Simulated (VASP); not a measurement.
# PbSe (Clausthalite) (Fm-3m) in VASP: notebook, part 2 of 3

VASP 6.6.1. Earlier steps stand in the parts before.

**3. Relaxation of cell and atoms, PBEsol, target pressure 10 GPa, at which the enthalpy is minimised**

Contents of INCAR:

```
SYSTEM = PbSe
PREC = Accurate
ENCUT = 600
EDIFF = 1E-7
ISMEAR = -1
SIGMA = 0.05
LREAL = .FALSE.
LASPH = .TRUE.
NELM = 80
ALGO = Normal
ISIF = 3
LWAVE = .FALSE.
LCHARG = .FALSE.
GGA = PS
IBRION = 2
NSW = 80
EDIFFG = -0.01
PSTRESS = 100.0
```

Contents of KPOINTS:

```
Automatic mesh
0
G
  8 8 8
  0 0 0
```

Contents of POSCAR:

```
PbSe
1.0
    0.0000000000      3.0606500000      3.0606500000
    3.0606500000      0.0000000000      3.0606500000
    3.0606500000      3.0606500000      0.0000000000
Pb Se
1 1
Direct
    0.0000000000      0.0000000000      0.0000000000
    0.5000000000      0.5000000000      0.5000000000
```

Potentials or basis: VASP PAW PBE potentials, release 64 (Pb_d, Se).

The run is started by

```console
$ cat potpaw_PBE.64/Pb_d/POTCAR potpaw_PBE.64/Se/POTCAR > POTCAR
$ mpirun -np 1 vasp_std > vasp.out
```

OUTCAR:

```text
SYSTEM = PbSe
   PREC = Accurate
   ENCUT = 600
   EDIFF = 1E-7
   ISMEAR = -1
   LREAL = .FALSE.
   LASPH = .TRUE.
   NELM = 80
   ISIF = 3
   GGA = PS
   IBRION = 2
   NSW = 80
   EDIFFG = -0.01
   PSTRESS = 100.0

 ion  position               nearest neighbor table
   1  0.000  0.000  0.000-   2 3.06   2 3.06   2 3.06   2 3.06   2 3.06   2 3.06
   2  0.500  0.500  0.500-   1 3.06   1 3.06   1 3.06   1 3.06   1 3.06   1 3.06

  LATTYP: Found a face centered cubic cell.
 ALAT       =     6.1213000000

  Lattice vectors:

 A1 = (   0.0000000000,   3.0606500000,   3.0606500000)
 A2 = (   3.0606500000,   0.0000000000,   3.0606500000)
 A3 = (   3.0606500000,   3.0606500000,   0.0000000000)

Analysis of symmetry for initial positions (statically):
=====================================================================
 Subroutine PRICEL returns:
 Original cell was already a primitive cell.

 Routine SETGRP: Setting up the symmetry group for a
 face centered cubic supercell.

 Subroutine GETGRP returns: Found 48 space group operations
 (whereof 48 operations were pure point group operations)
 out of a pool of 48 trial point group operations.

The static configuration has the point symmetry O_h .

Analysis of symmetry for dynamics (positions and initial velocities):
=====================================================================
 Subroutine PRICEL returns:
 Original cell was already a primitive cell.

 Routine SETGRP: Setting up the symmetry group for a
 face centered cubic supercell.

 Subroutine GETGRP returns: Found 48 space group operations
 (whereof 48 operations were pure point group operations)
 out of a pool of 48 trial point group operations.

The dynamic configuration has the point symmetry O_h .

 Subroutine INISYM returns: Found 48 space group operations
 (whereof 48 operations are pure point group operations),
 and found     1 'primitive' translations

----------------------------------------------------------------------------------------

                                     Primitive cell

  volume of cell :      57.3418

  direct lattice vectors                    reciprocal lattice vectors
     0.000000000  3.060650000  3.060650000    -0.163363991  0.163363991  0.163363991
     3.060650000  0.000000000  3.060650000     0.163363991 -0.163363991  0.163363991
[... 100 lines left out ...]
   ISMEAR =    -1;   SIGMA  =   0.05  broadening in eV -4-tet -1-fermi 0-gaus
   EFERMI_NEDOS =   21; number of points for ismear=-14 and -15
   IALGO  =     38    algorithm
   IMIX   =      4    mixing-type and parameters
     AMIX     =   0.40;   BMIX     =  1.00
     AMIX_MAG =   1.60;   BMIX_MAG =  1.00
  volume/ion in A,a.u.               =      28.67       193.48
  Fermi-wavevector in a.u.,A,eV,Ry     =   1.152377  2.177676 18.068159  1.327972
  Thomas-Fermi vector in A             =   2.289028
   LORBIT       =      0    0 simple, 1 ext, 2 COOP (PROOUT), +10 PAW based schemes
   GGA     = PS    functional components
   LHFCALC =     F    Hartree Fock is set to
   AEXX    =    0.0000 exact exchange contribution
   IVDW    =     0    specifies the selected vdW correction
   LEPSILON=     F    determine dielectric tensor
   LRPA    =     F    only Hartree local field effects (RPA)
 conjugate gradient relaxation of ions
 non-spin polarized calculation
  energy-cutoff  :      600.00
  volume of cell :       57.34
 maximum number of plane-waves:      1930
   NGX = 17   NGY = 17   NGZ = 17

--------------------------------------- Ionic step        1  -------------------------------------------

 number of electron      20.0000001 magnetization

 Free energy of the ion-electron system (eV)
  ---------------------------------------------------
  ext. energy  EPLUGINS =         0.00000000
  ---------------------------------------------------
  free energy    TOTEN  =        -8.91729853 eV

  energy without entropy =       -8.91673715  energy(sigma->0) =       -8.91701784

 E-fermi :   5.0106     XC(G=0):  -9.7195

 val. band max:        4.9089701830   @ k =   0.5000   0.0000   0.0000
 cond. band min:       5.1122393647   @ k =   0.5000   0.0000   0.0000
 fundamental gap:      0.2032691818
 Fermi energy:         5.0106352644

 k-point     1 :       0.0000    0.0000    0.0000
  band No.  band energies     occupation
      1     -11.8356      2.00000
      2     -11.8356      2.00000
      3     -11.8356      2.00000
      4     -11.8340      2.00000
      5     -11.8340      2.00000
      6      -8.6969      2.00000
      7      -1.4215      2.00000
      8       3.0393      2.00000
      9       3.0393      2.00000
     10       3.0393      2.00000
     11       9.5874      0.00000
     12       9.5874      0.00000
     13       9.5874      0.00000
     14      11.3586      0.00000
[... 504 lines left out ...]
--------------------------------------- Ionic step        4  -------------------------------------------

 number of electron      19.9999999 magnetization

 Free energy of the ion-electron system (eV)
  ---------------------------------------------------
  ext. energy  EPLUGINS =         0.00000000
  ---------------------------------------------------
  free energy    TOTEN  =        -8.71681755 eV

  energy without entropy =       -8.71666904  energy(sigma->0) =       -8.71674329

 E-fermi :   6.8725     XC(G=0): -10.4163

 val. band max:        6.6732295607   @ k =   0.5000   0.0000   0.0000
 cond. band min:       7.0704203459   @ k =   0.5000   0.0000   0.0000
 fundamental gap:      0.3971907852
 Fermi energy:         6.8725301489

 k-point     1 :       0.0000    0.0000    0.0000
  band No.  band energies     occupation
      1     -10.2060      2.00000
      2     -10.2060      2.00000
      3     -10.1979      2.00000
      4     -10.1979      2.00000
      5     -10.1979      2.00000
      6      -8.1192      2.00000
      7       0.8171      2.00000
      8       4.2852      2.00000
      9       4.2852      2.00000
     10       4.2852      2.00000
     11      11.8732      0.00000
     12      11.8732      0.00000
     13      11.8732      0.00000
     14      12.9815      0.00000
[... 424 lines left out ...]
  energy  without entropy=       -8.7166690354  energy(sigma->0) =       -8.71674329

  enthalpy is  TOTEN    =        -5.6292231675 eV   P V=        3.0875943831

 reached required accuracy - stopping structural energy minimisation
```

CONTCAR:

```text
PbSe
   1.00000000000000
     0.0000000000000000    2.9136246965468109    2.9136246965468109
     2.9136246965468109    0.0000000000000000    2.9136246965468109
     2.9136246965468109    2.9136246965468109    0.0000000000000000
  Pb              Se
     1     1
Direct
     0.0000000000000000    0.0000000000000000    0.0000000000000000
     0.5000000000000000    0.5000000000000000    0.5000000000000000

  0.00000000E+00  0.00000000E+00  0.00000000E+00
  0.00000000E+00  0.00000000E+00  0.00000000E+00
```

Wall time 48 s (1 thread of AMD EPYC 9R45 (Zen 5), shared host); peak memory 0.19 GiB.

Results:

* Free energy: -8.7168 eV
* Relaxed volume: 24.73 Å³/atom
* Relaxed cell: a = 4.120 Å, b = 4.120 Å, c = 4.120 Å, α = 60.00°, β = 60.00°, γ = 60.00°
* Space group after relaxing (to 0.05 Å): Fm-3m (No. 225)
* Energy change on relaxing (the enthalpy is what falls): +100.2 meV/atom
* Ionic steps: 4
* Pressure after relaxing: 10.0 GPa
* Band gap on the k mesh: 0.40 eV, direct

Step by step:
```csv
step,energy change (eV),largest force (eV/Å),pressure (GPa),volume (Å³)
1,0.0000,0.0000,-0.47,57.34
2,0.8904,0.0000,26.90,43.16
3,0.1912,0.0000,9.66,49.62
4,0.2005,0.0000,9.95,49.47
```

Final structure:
```
CELL_PARAMETERS angstrom
0.00000 2.91362 2.91362
2.91362 0.00000 2.91362
2.91362 2.91362 0.00000
ATOMIC_POSITIONS crystal
Pb 0.00000 0.00000 0.00000
Se 0.50000 0.50000 0.50000
```

Levels at points of the mesh, in eV from the valence-band top:
```
           k point  band 6  band 7  band 8  band 9  band 10  band 11  band 12  band 13  band 14
(0.00, 0.00, 0.00)  -14.79   -5.86   -2.39   -2.39    -2.39     5.20     5.20     5.20     6.31
(0.50, 0.00, 0.00)  -13.32   -9.61   -1.84   -1.84     0.00     0.40     1.48     1.48     8.80
(0.50, 0.50, 0.00)  -12.64   -7.51   -6.16   -4.04    -4.04     3.12     6.37     6.37     6.85
```

Caveat: the cell is relaxed towards a set pressure, so the enthalpy falls and the energy may rise; the PAW data sets were made with another functional, which shifts forces and pressure a little; spin-orbit coupling is left out, which moves the levels of the heavy elements. A k mesh can miss the band edges.

**4. Relaxation of cell and atoms, PBEsol, target pressure 20 GPa, at which the enthalpy is minimised**

Contents of INCAR:

```
PREC = Accurate
ENCUT = 600
EDIFF = 1E-6
ISMEAR = -1
SIGMA = 0.05
LREAL = F
LASPH = T
NELM = 60
ALGO = Normal
ISIF = 3
LWAVE = F
LCHARG = F
GGA = PS
IBRION = 2
NSW = 80
EDIFFG = -0.01
PSTRESS = 200.0
```

Contents of KPOINTS:

```
Automatic mesh
0
Gamma
  8 8 8
```

POSCAR is that of step 3.

Potentials or basis: VASP PAW PBE potentials, release 64 (Pb_d, Se).

The run is started by

```console
$ cat potpaw_PBE.64/Pb_d/POTCAR potpaw_PBE.64/Se/POTCAR > POTCAR
$ mpirun -np 1 vasp_std > vasp.out
```

OUTCAR:

```text
PREC = Accurate
   ENCUT = 600
   EDIFF = 1E-6
   ISMEAR = -1
   LREAL = F
   LASPH = T
   NELM = 60
   ISIF = 3
   GGA = PS
   IBRION = 2
   NSW = 80
   EDIFFG = -0.01
   PSTRESS = 200.0

 ion  position               nearest neighbor table
   1  0.000  0.000  0.000-   2 3.06   2 3.06   2 3.06   2 3.06   2 3.06   2 3.06
   2  0.500  0.500  0.500-   1 3.06   1 3.06   1 3.06   1 3.06   1 3.06   1 3.06

  LATTYP: Found a face centered cubic cell.
 ALAT       =     6.1213000000

  Lattice vectors:

 A1 = (   0.0000000000,   3.0606500000,   3.0606500000)
 A2 = (   3.0606500000,   0.0000000000,   3.0606500000)
 A3 = (   3.0606500000,   3.0606500000,   0.0000000000)

Analysis of symmetry for initial positions (statically):
=====================================================================
 Subroutine PRICEL returns:
 Original cell was already a primitive cell.

 Routine SETGRP: Setting up the symmetry group for a
 face centered cubic supercell.

 Subroutine GETGRP returns: Found 48 space group operations
 (whereof 48 operations were pure point group operations)
 out of a pool of 48 trial point group operations.

The static configuration has the point symmetry O_h .

Analysis of symmetry for dynamics (positions and initial velocities):
=====================================================================
 Subroutine PRICEL returns:
[... 127 lines left out ...]
   IMIX   =      4    mixing-type and parameters
     AMIX     =   0.40;   BMIX     =  1.00
     AMIX_MAG =   1.60;   BMIX_MAG =  1.00
  volume/ion in A,a.u.               =      28.67       193.48
  Fermi-wavevector in a.u.,A,eV,Ry     =   1.152377  2.177676 18.068159  1.327972
  Thomas-Fermi vector in A             =   2.289028
   LORBIT       =      0    0 simple, 1 ext, 2 COOP (PROOUT), +10 PAW based schemes
   GGA     = PS    functional components
   LHFCALC =     F    Hartree Fock is set to
   AEXX    =    0.0000 exact exchange contribution
   IVDW    =     0    specifies the selected vdW correction
   LEPSILON=     F    determine dielectric tensor
   LRPA    =     F    only Hartree local field effects (RPA)
 conjugate gradient relaxation of ions
 non-spin polarized calculation
  energy-cutoff  :      600.00
  volume of cell :       57.34
 maximum number of plane-waves:      1930
   NGX = 17   NGY = 17   NGZ = 17

--------------------------------------- Ionic step        1  -------------------------------------------

 number of electron      20.0000001 magnetization

 Free energy of the ion-electron system (eV)
  ---------------------------------------------------
  ext. energy  EPLUGINS =         0.00000000
  ---------------------------------------------------
  free energy    TOTEN  =        -8.91729854 eV

  energy without entropy =       -8.91673720  energy(sigma->0) =       -8.91701787

 E-fermi :   5.0106     XC(G=0):  -9.7195

 val. band max:        4.9089575470   @ k =   0.5000   0.0000   0.0000
 cond. band min:       5.1122422564   @ k =   0.5000   0.0000   0.0000
 fundamental gap:      0.2032847094
 Fermi energy:         5.0106303871
[... 976 lines left out ...]
--------------------------------------- Ionic step        5  -------------------------------------------

 number of electron      20.0000001 magnetization

 Free energy of the ion-electron system (eV)
  ---------------------------------------------------
  ext. energy  EPLUGINS =         0.00000000
  ---------------------------------------------------
  free energy    TOTEN  =        -8.33303860 eV

  energy without entropy =       -8.33302192  energy(sigma->0) =       -8.33303026

 E-fermi :   8.2181     XC(G=0): -10.8511

 val. band max:        7.7866014505   @ k =  -0.2500   0.1250   0.0000
 cond. band min:       8.5869169164   @ k =   0.5000   0.0000   0.0000
 fundamental gap:      0.8003154658
 Fermi energy:         8.2180633185
[... 441 lines left out ...]
  energy  without entropy=       -8.3330219166  energy(sigma->0) =       -8.33303026

  enthalpy is  TOTEN    =        -2.6830808799 eV   P V=        5.6499577197

 reached required accuracy - stopping structural energy minimisation
```

CONTCAR:

```text
PbSe
   1.00000000000000
     0.0000000000000000    2.8285591367859264    2.8285591367859264
     2.8285591367859264    0.0000000000000000    2.8285591367859264
     2.8285591367859264    2.8285591367859264   -0.0000000000000000
  Pb              Se
     1     1
Direct
     0.0000000000000000    0.0000000000000000    0.0000000000000000
     0.5000000000000000    0.5000000000000000    0.5000000000000000

  0.00000000E+00  0.00000000E+00  0.00000000E+00
  0.00000000E+00  0.00000000E+00  0.00000000E+00
```

Wall time 57 s (1 thread of AMD EPYC 9R45 (Zen 5), shared host); peak memory 0.2 GiB.

Results:

```
Free energy                                            : -8.3330 eV
Relaxed volume                                         : 22.63 Å³/atom
Relaxed cell                                           : a = 4.000 Å, b = 4.000 Å, c = 4.000 Å, α = 60.00°, β = 60.00°, γ = 60.00°
Space group after relaxing (to 0.05 Å)                 : Fm-3m (No. 225)
Energy change on relaxing (the enthalpy is what falls) : +292.1 meV/atom
Ionic steps                                            : 5
Pressure after relaxing                                : 20.0 GPa
Band gap on the k mesh                                 : 0.80 eV, indirect (least direct gap 0.87 eV)
```

The path:
```
step  energy change (eV)  largest force (eV/Å)  pressure (GPa)  volume (Å³)
   1              0.0000                0.0000           -0.48        57.34
   2              4.9804                0.0000          107.54        31.99
   3              0.4678                0.0000           17.17        46.27
   4              0.5488                0.0000           19.16        45.55
   5              0.5843                0.0000           19.99        45.26
```

Final structure:
```cif
data_structure
_symmetry_space_group_name_H-M 'P 1'
_symmetry_Int_Tables_number 1
_cell_length_a 4.0002
_cell_length_b 4.0002
_cell_length_c 4.0002
_cell_angle_alpha 60.000
_cell_angle_beta 60.000
_cell_angle_gamma 60.000
_cell_volume 45.26
loop_
_atom_site_label
_atom_site_type_symbol
_atom_site_fract_x
_atom_site_fract_y
_atom_site_fract_z
_atom_site_occupancy
Pb1 Pb 0.00000 0.00000 0.00000 1
Se1 Se 0.50000 0.50000 0.50000 1
```

Caveat: the cell is relaxed towards a set pressure, so the enthalpy falls and the energy may rise; the volume moved by over 15 % at a fixed basis, so the end points are rough; the PAW data sets were made with another functional, which shifts forces and pressure a little; spin-orbit coupling is left out, which moves the levels of the heavy elements. A k mesh can miss the band edges.

[end of part 2 of 3]
